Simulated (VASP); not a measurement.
Input of a VASP 6.6.1 run:

INCAR

```
PREC = Accurate
ENCUT = 400
EDIFF = 1E-6
ISMEAR = -1
SIGMA = 0.02
LREAL = F
LASPH = T
NELM = 200
ALGO = Normal
ISIF = 2
LWAVE = F
LCHARG = F
ISPIN = 2
MAGMOM = 0 0 0 0 0 0 0 0 0 0 0 0 0 0 0 0 1
LORBIT = 11
GGA = PE
NBANDS = 56
GGA_COMPAT = F
```

KPOINTS

```
Automatic mesh
0
Gamma
  2 2 2
```

POSCAR

```
GaSi16
1.0
    0.0000000000      5.4300000000      5.4300000000
    5.4300000000      0.0000000000      5.4300000000
    5.4300000000      5.4300000000      0.0000000000
Si Ga
16 1
Direct
   -0.0349815838     -0.0408011050     -0.0299723757
    0.0897513812      0.0826611418      0.1157918969
   -0.0041068140     -0.0246961326      0.4854696133
    0.1176519337      0.1158839779      0.6083149171
   -0.0825598527      0.4532412523     -0.0112891344
    0.0683057090      0.5881215470      0.1290423573
   -0.0710220994      0.4908379374      0.4988674033
    0.0712062615      0.5897329650      0.6297882136
    0.5246408840     -0.0266850829     -0.0155064457
    0.5916390424      0.1151565378      0.1445856354
    0.4888213628     -0.0066850829      0.4977900552
    0.6307918969      0.1091896869      0.6153775322
    0.4570718232      0.4844567219      0.0463720074
    0.5710497238      0.6217679558      0.1738489871
    0.4647237569      0.4593462247      0.5501749540
    0.5739134438      0.6102302026      0.6684806630
    0.3124125230      0.3088029466      0.9695211786
```

Potentials or basis: VASP PAW PBE potentials, release 64 (Si, Ga_d).

Run with:

```console
$ cat potpaw_PBE.64/Si/POTCAR potpaw_PBE.64/Ga_d/POTCAR > POTCAR
$ mpirun -np 1 vasp_std > vasp.out
```

(1) Estimate the pressure.

(2) What does it give for the net moment?

(3) Predict the largest force.

Answers

(1) 5.7 GPa.

(2) 0.00 μB per cell.

(3) 2.044 eV/Å.

Caveat: the k points lie up to 0.50 Å⁻¹ apart; the atoms stand as in a frame of molecular dynamics.
